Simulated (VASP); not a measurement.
# ZnO (Pmmn) in VASP: single point with PBE

Aim: the single point of ZnO with PBE.

All numbers are computed with VASP 6.6.1; they aren't measurements. Logs are shortened: lines on timing, memory, paths and dates and some standing lists are left out, and cuts for length are marked.

## (1) The cell of the first run

Symmetry: Pmmn, No. 59, orthorhombic system. Conventional cell: a = 3.350 Å, b = 10.152 Å, c = 4.752 Å, α = 90.00°, β = 90.00°, γ = 90.00°. Within 2.6 Å of Zn (site symmetry m) lie 4 O at 1.97 to 2.03 Å. Zn (site symmetry mm2) has 4 O at 1.98 to 2.02 Å within 2.6 Å. Within 2.6 Å of O (site symmetry mm2) lie 4 Zn at 1.97 to 2.02 Å. O (site symmetry m) has 4 Zn at 1.98 to 2.03 Å within 2.6 Å.

## (2) Single point, PBE

File INCAR:

```
SYSTEM = ZnO
  ALGO = Normal
  EDIFF = 1E-7
  ENCUT = 520
  GGA = PE
  ISIF = 2
  ISMEAR = 0
  LASPH = .True.
  LCHARG = .False.
  LREAL = .False.
  LWAVE = .False.
  NBANDS = 66
  NELM = 100
  PREC = Accurate
  SIGMA = 0.02
```

File KPOINTS:

```
k-points
0
Gamma
  8 4 6
  0 0 0
```

File POSCAR:

```
ZnO
1.0
    3.3499668561      0.0000000000      0.0000000000
    0.0000000000     10.1516804235      0.0000000000
    0.0000000000      0.0000000000      4.7518166190
Zn O
6 6
Direct
    0.5000000000      0.8514676432      0.1074885453
    0.5000000000      0.1485323568      0.1074885453
    0.0000000000      0.0000000000      0.6113085487
    0.5000000000      0.5000000000      0.3886914513
    0.0000000000      0.3514676432      0.8925114547
    0.0000000000      0.6485323568      0.8925114547
    0.5000000000      0.0000000000      0.3743338108
    0.0000000000      0.8480421190      0.8719629746
    0.0000000000      0.1519578810      0.8719629746
    0.5000000000      0.3480421190      0.1280370254
    0.5000000000      0.6519578810      0.1280370254
    0.0000000000      0.5000000000      0.6256661892
```

Potentials or basis: VASP PAW PBE potentials, release 64 (Zn, O).

Started as:

```console
$ cat potpaw_PBE.64/Zn/POTCAR potpaw_PBE.64/O/POTCAR > POTCAR
$ mpirun -np 1 vasp_std > vasp.out
```

OUTCAR:

```text
SYSTEM = ZnO
   EDIFF = 1E-7
   ENCUT = 520
   GGA = PE
   ISIF = 2
   ISMEAR = 0
   LASPH = .True.
   LREAL = .False.
   NELM = 100
   PREC = Accurate

 ion  position               nearest neighbor table
   1  0.500  0.851  0.107-   7 1.97   8 2.01   8 2.01  11 2.03   6 2.84   6 2.84   2 3.02
   2  0.500  0.149  0.107-   7 1.97   9 2.01   9 2.01  10 2.03   5 2.84   5 2.84   1 3.02
   3  0.000  0.000  0.611-   8 1.98   9 1.98   7 2.02   7 2.02
   4  0.500  0.500  0.389-  10 1.98  11 1.98  12 2.02  12 2.02
   5  0.000  0.351  0.893-  12 1.97  10 2.01  10 2.01   9 2.03   2 2.84   2 2.84   6 3.02
   6  0.000  0.649  0.893-  12 1.97  11 2.01  11 2.01   8 2.03   1 2.84   1 2.84   5 3.02
   7  0.500  0.000  0.374-   1 1.97   2 1.97   3 2.02   3 2.02
   8  0.000  0.848  0.872-   3 1.98   1 2.01   1 2.01   6 2.03
   9  0.000  0.152  0.872-   3 1.98   2 2.01   2 2.01   5 2.03
  10  0.500  0.348  0.128-   4 1.98   5 2.01   5 2.01   2 2.03
  11  0.500  0.652  0.128-   4 1.98   6 2.01   6 2.01   1 2.03
  12  0.000  0.500  0.626-   5 1.97   6 1.97   4 2.02   4 2.02

  LATTYP: Found a simple orthorhombic cell.
 ALAT       =     3.3499668561
 B/A-ratio  =     1.4184667560
 C/A-ratio  =     3.0303823469

  Lattice vectors:

 A1 = (  -3.3499668561,   0.0000000000,   0.0000000000)
 A2 = (   0.0000000000,   0.0000000000,   4.7518166190)
 A3 = (   0.0000000000,  10.1516804235,   0.0000000000)

Analysis of symmetry for initial positions (statically):
=====================================================================
 Subroutine PRICEL returns:
 Original cell was already a primitive cell.

 Routine SETGRP: Setting up the symmetry group for a
 simple orthorhombic supercell.

 Subroutine GETGRP returns: Found  8 space group operations
 (whereof  4 operations were pure point group operations)
 out of a pool of  8 trial point group operations.

The static configuration has the point symmetry C_2v.
 The point group associated with its full space group is D_2h.

Analysis of symmetry for dynamics (positions and initial velocities):
=====================================================================
 Subroutine PRICEL returns:
 Original cell was already a primitive cell.

 Routine SETGRP: Setting up the symmetry group for a
 simple orthorhombic supercell.

 Subroutine GETGRP returns: Found  8 space group operations
 (whereof  4 operations were pure point group operations)
 out of a pool of  8 trial point group operations.

The dynamic configuration has the point symmetry C_2v.
 The point group associated with its full space group is D_2h.

[... 131 lines left out ...]
   EMIN   =  10.00;   EMAX   =-10.00  energy-range for DOS
   EFERMI =   0.00;   METHOD = LEGACY
   ISMEAR =     0;   SIGMA  =   0.02  broadening in eV -4-tet -1-fermi 0-gaus
   EFERMI_NEDOS =   21; number of points for ismear=-14 and -15
   IALGO  =     38    algorithm
   IMIX   =      4    mixing-type and parameters
     AMIX     =   0.40;   BMIX     =  1.00
     AMIX_MAG =   1.60;   BMIX_MAG =  1.00
  volume/ion in A,a.u.               =      13.47        90.88
  Fermi-wavevector in a.u.,A,eV,Ry     =   1.431320  2.704802 27.873938  2.048677
  Thomas-Fermi vector in A             =   2.551069
   LORBIT       =      0    0 simple, 1 ext, 2 COOP (PROOUT), +10 PAW based schemes
   GGA     = PE    functional components
   LHFCALC =     F    Hartree Fock is set to
   AEXX    =    0.0000 exact exchange contribution
   IVDW    =     0    specifies the selected vdW correction
   LEPSILON=     F    determine dielectric tensor
   LRPA    =     F    only Hartree local field effects (RPA)
 non-spin polarized calculation
 Gauss-broadening in eV      SIGMA  =   0.02
  energy-cutoff  :      520.00
  volume of cell :      161.60
 maximum number of plane-waves:      4376
 NGX is ok and might be reduce to    28
   NGX = 13   NGY = 37   NGZ = 17

 number of electron     107.9999989 magnetization

 Free energy of the ion-electron system (eV)
  ---------------------------------------------------
  ext. energy  EPLUGINS =         0.00000000
  ---------------------------------------------------
  free energy    TOTEN  =       -52.49800484 eV

  energy without entropy =      -52.49800484  energy(sigma->0) =      -52.49800484

 E-fermi :   0.3804     XC(G=0): -10.0975

 val. band max:        0.2558969869   @ k =   0.0000   0.0000   0.0000
 cond. band min:       1.1060108458   @ k =   0.0000   0.0000   0.0000
 fundamental gap:      0.8501138589
 Fermi energy:         0.3804490055

 k-point     1 :       0.0000    0.0000    0.0000
  band No.  band energies     occupation
      1     -17.4598      2.00000
      2     -17.2683      2.00000
      3     -16.9082      2.00000
      4     -16.7808      2.00000
      5     -16.4235      2.00000
      6     -16.3292      2.00000
[... 1645 lines left out ...]
     65       9.1163      0.00000
     66       9.4001      0.00000

 [... further k-points ...]

------------------------ aborting loop because EDIFF is reached ----------------------------------------

  FORCE on cell =-STRESS in cart. coord.  units (eV):
  Direction    XX          YY          ZZ          XY          YZ          ZX
  --------------------------------------------------------------------------------------
  -------------------------------------------------------------------------------------
  Total        0.8550028      0.9973163      0.7596927      0.0000000      0.0000000      0.0000000
  in kB        8.4769575      9.8879295      7.5320021      0.0000000      0.0000000      0.0000000
  external PRESSURE =       8.6322964 kB  Pullay stress =       0.0000000 kB

 VOLUME and BASIS-vectors are now :
 -----------------------------------------------------------------------------
  energy-cutoff  :      520.00
  volume of cell :      161.60
      direct lattice vectors                 reciprocal lattice vectors
     3.349966856  0.000000000  0.000000000     0.298510416  0.000000000  0.000000000
     0.000000000 10.151680424  0.000000000     0.000000000  0.098505859  0.000000000
     0.000000000  0.000000000  4.751816619     0.000000000  0.000000000  0.210445832

 POSITION                                       TOTAL-FORCE (eV/Angst)
 -----------------------------------------------------------------------------------
      1.67498      8.64383      0.51077         0.000000      0.008768      0.015624
      1.67498      1.50785      0.51077         0.000000     -0.008768      0.015624
      0.00000      0.00000      2.90483         0.000000     -0.000000     -0.017878
      1.67498      5.07584      1.84699         0.000000     -0.000000      0.017878
      0.00000      3.56799      4.24105         0.000000      0.008768     -0.015624
      0.00000      6.58369      4.24105         0.000000     -0.008768     -0.015624
      1.67498      0.00000      1.77877         0.000000     -0.000000      0.031606
      0.00000      8.60905      4.14341         0.000000      0.003855     -0.027106
      0.00000      1.54263      4.14341         0.000000     -0.003855     -0.027106
      1.67498      3.53321      0.60841         0.000000      0.003855      0.027106
      1.67498      6.61847      0.60841        -0.000000     -0.003855      0.027106
      0.00000      5.07584      2.97305         0.000000     -0.000000     -0.031606
 -----------------------------------------------------------------------------------
    total drift:                                0.000000     -0.000000      0.000000

  FREE ENERGIE OF THE ION-ELECTRON SYSTEM (eV)
  ---------------------------------------------------
  free  energy   TOTEN  =       -52.4980048397 eV

  energy  without entropy=      -52.4980048397  energy(sigma->0) =      -52.49800484
```

Run time: 26 min. Hardware: 1 thread of Oxide Virtual Turin-like, shared host; peak memory 0.53 GiB.

What came out:

```yaml
Free_energy: -52.4980 eV
Pressure: 0.9 GPa
Largest_force: 0.032 eV/Å
Band_gap_on_the_k_mesh: 0.85 eV
```

Forces in eV/Å, atoms in the order of the input:
```
Zn   0.000  0.009  0.016
Zn   0.000 -0.009  0.016
Zn   0.000  0.000 -0.018
Zn   0.000  0.000  0.018
Zn   0.000  0.009 -0.016
Zn   0.000 -0.009 -0.016
O    0.000  0.000  0.032
O    0.000  0.004 -0.027
O    0.000 -0.004 -0.027
O    0.000  0.004  0.027
O    0.000 -0.004  0.027
O    0.000  0.000 -0.032
```

A k mesh can miss the band edges.
